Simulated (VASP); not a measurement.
Ga: single point with r2SCAN

Ga:

```
Ga
1.0
     2.85204    0.00000    0.00000
    -1.42602    2.46994    0.00000
     0.00000    0.00000    4.50225
Ga
2
Cartesian
  0.0000 1.6466 1.1256
  1.4260 0.8233 3.3767
```

This cell differs from its parent crystal: volume scaled by 0.88.

```
Program                : VASP 6.6.1
Task                   : single point
Functional             : r2SCAN
Potentials or basis    : VASP PAW PBE potentials, release 64 (Ga_d)
Cutoff                 : 520 eV
k mesh                 : 14 × 14 × 8
Occupations            : fermi-dirac, width 0.1 eV
Spin                   : no spin polarisation
Dipole correction      : no
Further INCAR settings : ALGO = Normal; EDIFF = 1e-06; NBANDS = 20
```

The pressure is 10.2 GPa and the band gap on the k mesh is zero (band 13 reaches 13.05 eV, above the bottom of band 14 at 3.42 eV).

Stress tensor (GPa, compression positive):
```
 9.95  0.00  0.00
 0.00  9.95  0.00
 0.00  0.00 10.79
```

Levels at points of the mesh, in eV from the Fermi level:
| k point | band 10 | band 11 | band 12 | band 13 | band 14 | band 15 | band 16 | band 17 |
| --- | --- | --- | --- | --- | --- | --- | --- | --- |
| (0.00, 0.00, 0.00) | -15.36 | -13.21 | -5.05 | -4.83 | 11.18 | 11.18 | 13.49 | 13.49 |
| (0.50, 0.00, 0.00) | -15.33 | -6.60 | -6.08 | 0.93 | 1.09 | 1.60 | 3.44 | 5.30 |
| (0.00, 0.00, 0.50) | -15.43 | -11.16 | -11.16 | 5.08 | 5.08 | 12.81 | 12.81 | 12.81 |
| (0.50, 0.00, 0.50) | -15.35 | -4.77 | -4.77 | -3.84 | -3.84 | 7.52 | 7.52 | 9.43 |

Run time: 110 s on 1 thread of Intel(R) Xeon(R) Platinum 8488C (Sapphire Rapids) (shared host), peak memory 0.2 GiB.

Caveat: the PAW data sets were made with another functional, which shifts forces and pressure a little.
